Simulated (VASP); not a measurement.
# Cd2S5 (P1) in VASP: further runs, part 2 of 2

VASP 6.6.1.

### 3 Single point, PBE

This run uses another cell than the first one, of 34.26 Å³/atom.

Contents of INCAR:

```
PREC = Accurate
ENCUT = 520
EDIFF = 1E-6
ISMEAR = 0
SIGMA = 0.01
LREAL = F
LASPH = T
NELM = 60
ALGO = Normal
ISIF = 2
LWAVE = F
LCHARG = F
GGA = PE
NBANDS = 36
```

Contents of KPOINTS:

```
Automatic mesh
0
Gamma
  6 4 4
```

Contents of POSCAR:

```
Cd2S5
1.0
    4.2937122192     -0.0013100576      0.1251598174
    0.0636216047      6.6111080501      0.1713741980
    1.1057862243      0.5877807200      8.4965149099
Cd S
2 5
Direct
    0.0372136036      0.1133372284      0.8561809256
    0.5597981852      0.6120448731      0.7987904459
    0.0783438827      0.7925369318      0.7271259168
    0.9699034160      0.3942211147      0.2929810041
    0.2554048021      0.2957796925      0.4559757463
    0.5909705002      0.5261233739      0.4265916399
    0.5083656104      0.2659567856      0.9413543211
```

Potentials or basis: VASP PAW PBE potentials, release 64 (Cd, S).

Launch:

```bash
cat potpaw_PBE.64/Cd/POTCAR potpaw_PBE.64/S/POTCAR > POTCAR
mpirun -np 1 vasp_std > vasp.out
```

OUTCAR:

```text
PREC = Accurate
   ENCUT = 520
   EDIFF = 1E-6
   ISMEAR = 0
   LREAL = F
   LASPH = T
   NELM = 60
   ISIF = 2
   GGA = PE

 ion  position               nearest neighbor table
   1  0.037  0.113  0.856-   3 2.48   7 2.51   7 2.51
   2  0.560  0.612  0.799-   7 2.49   3 2.50   3 2.51   6 3.28
   3  0.078  0.793  0.727-   1 2.48   2 2.50   2 2.51
   4  0.970  0.394  0.293-   5 2.06   6 2.07
   5  0.255  0.296  0.456-   4 2.06   6 2.08
   6  0.591  0.526  0.427-   4 2.07   5 2.08   2 3.28
   7  0.508  0.266  0.941-   2 2.49   1 2.51   1 2.51

  LATTYP: Found a triclinic cell.
 ALAT       =     4.2955362084
 B/A-ratio  =     1.8274395695
 C/A-ratio  =     1.9993561822
 COS(alpha) =     0.0059074746
 COS(beta)  =     0.1575050745
 COS(gamma) =     0.5387330670

  Lattice vectors:

 A1 = (  -4.2937122192,   0.0013100576,  -0.1251598174)
 A2 = (  -4.2300906145,   6.6124181077,   0.0462143806)
 A3 = (  -1.1057862243,  -0.5877807200,  -8.4965149099)

Analysis of symmetry for initial positions (statically):
=====================================================================
[... 187 lines left out ...]
 Fermi energy:        -0.3637127748

 k-point     1 :       0.0000    0.0000    0.0000
  band No.  band energies     occupation
      1     -16.8054      2.00000
      2     -11.9926      2.00000
      3     -11.8669      2.00000
      4     -11.7540      2.00000
      5     -11.6038      2.00000
      6      -7.9927      2.00000
[... 925 lines left out ...]
     35       6.1975      0.00000
     36       6.6214      0.00000

 [... further k-points ...]

------------------------ aborting loop because EDIFF is reached ----------------------------------------

  FORCE on cell =-STRESS in cart. coord.  units (eV):
  Direction    XX          YY          ZZ          XY          YZ          ZX
  --------------------------------------------------------------------------------------
  -------------------------------------------------------------------------------------
  Total       -0.1178555      0.0165358     -0.1095224      0.0066684      0.0097013     -0.0105556
  in kB       -0.7872930      0.1104617     -0.7316262      0.0445456      0.0648059     -0.0705129
  external PRESSURE =      -0.4694859 kB  Pullay stress =       0.0000000 kB

 VOLUME and BASIS-vectors are now :
 -----------------------------------------------------------------------------
  energy-cutoff  :      520.00
  volume of cell :      239.84
      direct lattice vectors                 reciprocal lattice vectors
     4.293712219 -0.001310058  0.125159817     0.233782201 -0.001463712 -0.030324527
     0.063621605  6.611108050  0.171374198     0.000353139  0.151530102 -0.010528666
     1.105786224  0.587780720  8.496514910    -0.003450904 -0.003034792  0.118354380

 POSITION                                       TOTAL-FORCE (eV/Angst)
 -----------------------------------------------------------------------------------
      1.11375      1.25248      7.29863         0.000062      0.003611     -0.000836
      3.32584      4.51508      6.96189        -0.000050      0.000288      0.002632
      1.19085      5.66684      6.32366         0.001760     -0.000865     -0.038746
      4.51354      2.77718      2.67827         0.001870      0.018379      0.130380
      1.61966      2.22311      3.95686        -0.004816      0.105332     -0.084590
      3.04265      3.72823      3.78867         0.002823     -0.122838     -0.050204
      3.24063      2.31091      8.10744        -0.001649     -0.003907      0.041365
 -----------------------------------------------------------------------------------
    total drift:                               -0.000151     -0.001654     -0.000012

  FREE ENERGIE OF THE ION-ELECTRON SYSTEM (eV)
  ---------------------------------------------------
  free  energy   TOTEN  =       -23.7758404876 eV

  energy  without entropy=      -23.7758404876  energy(sigma->0) =      -23.77584049
```

OSZICAR:

```text
N       E                     dE             d eps       ncg     rms          rms(c)
DAV:   1     0.360195098931E+03    0.36020E+03   -0.23686E+04  3744   0.128E+03
DAV:   2     0.561264916131E+01   -0.35458E+03   -0.34486E+03  4472   0.289E+02
DAV:   3    -0.247818896839E+02   -0.30395E+02   -0.30187E+02  4552   0.819E+01
DAV:   4    -0.253364395605E+02   -0.55455E+00   -0.55332E+00  4592   0.117E+01
DAV:   5    -0.253490475378E+02   -0.12608E-01   -0.12606E-01  4564   0.176E+00    0.211E+01
DAV:   6    -0.238267481216E+02    0.15223E+01   -0.29683E+00  4496   0.129E+01    0.138E+01
DAV:   7    -0.238080935909E+02    0.18655E-01   -0.14605E+00  4196   0.509E+00    0.348E+00
DAV:   8    -0.237744214182E+02    0.33672E-01   -0.25592E-01  4180   0.334E+00    0.939E-01
DAV:   9    -0.237755079843E+02   -0.10866E-02   -0.34449E-02  4152   0.152E+00    0.224E-01
DAV:  10    -0.237755654295E+02   -0.57445E-04   -0.15098E-03  4476   0.319E-01    0.173E-01
DAV:  11    -0.237758123905E+02   -0.24696E-03   -0.87472E-04  4168   0.189E-01    0.670E-02
DAV:  12    -0.237758360603E+02   -0.23670E-04   -0.82306E-05  4544   0.552E-02    0.358E-02
DAV:  13    -0.237758421087E+02   -0.60484E-05   -0.14296E-05  4160   0.259E-02    0.890E-03
DAV:  14    -0.237758406368E+02    0.14719E-05   -0.33117E-06  4452   0.156E-02    0.660E-03
DAV:  15    -0.237758404876E+02    0.14925E-06   -0.17885E-07  2496   0.251E-03
   1 F= -.23775840E+02 E0= -.23775840E+02  d E =-.264447E-43
```

stdout:

```text
POSCAR found type information on POSCAR CdS
 POSCAR found :  2 types and       7 ions
 scaLAPACK will be used
 LDA part: xc-table for (Slater+PW92), standard interpolation
 POSCAR, INCAR and KPOINTS ok, starting setup
 FFT: planning ... GRIDC
 FFT: planning ... GRID_SOFT
 FFT: planning ... GRID
 WAVECAR not read
 entering main loop
```

It took 3.4 min on 1 thread of Intel Xeon 6975P-C (Granite Rapids), shared host; peak memory 0.51 GiB.

Results:

```yaml
Free_energy: -23.7758 eV
Pressure: 0.0 GPa
Largest_force: 0.135 eV/Å
Band_gap_on_the_k_mesh: 2.19 eV
```

Forces on the atoms (eV/Å):
```
Cd   0.000  0.004 -0.001
Cd   0.000  0.000  0.003
S    0.002 -0.001 -0.039
S    0.002  0.018  0.130
S   -0.005  0.105 -0.085
S    0.003 -0.123 -0.050
S   -0.002 -0.004  0.041
```

Stress tensor (GPa, compression positive):
```
-0.08  0.00 -0.01
 0.00  0.01  0.01
-0.01  0.01 -0.07
```

Levels at points of the mesh, in eV from the valence-band top:
| k point | band 25 | band 26 | band 27 | band 28 | band 29 | band 30 |
| --- | --- | --- | --- | --- | --- | --- |
| (0.00, 0.00, 0.00) | -0.53 | -0.27 | -0.01 | 2.30 | 3.21 | 3.56 |
| (0.50, 0.00, 0.00) | -0.55 | -0.53 | -0.40 | 2.54 | 2.84 | 2.95 |
| (0.00, 0.50, 0.00) | -0.51 | -0.28 | -0.24 | 2.80 | 2.96 | 3.71 |
| (0.50, 0.50, 0.00) | -0.68 | -0.54 | -0.48 | 2.50 | 2.89 | 2.98 |
| (0.00, 0.00, 0.50) | -0.56 | -0.26 | 0.00 | 2.19 | 3.31 | 3.56 |
| (0.50, 0.00, 0.50) | -0.69 | -0.49 | -0.37 | 2.56 | 2.82 | 3.03 |
| (0.00, 0.50, 0.50) | -0.51 | -0.33 | -0.25 | 2.78 | 3.08 | 3.62 |
| (0.50, 0.50, 0.50) | -0.65 | -0.64 | -0.46 | 2.58 | 2.98 | 3.09 |

A k mesh can miss the band edges.
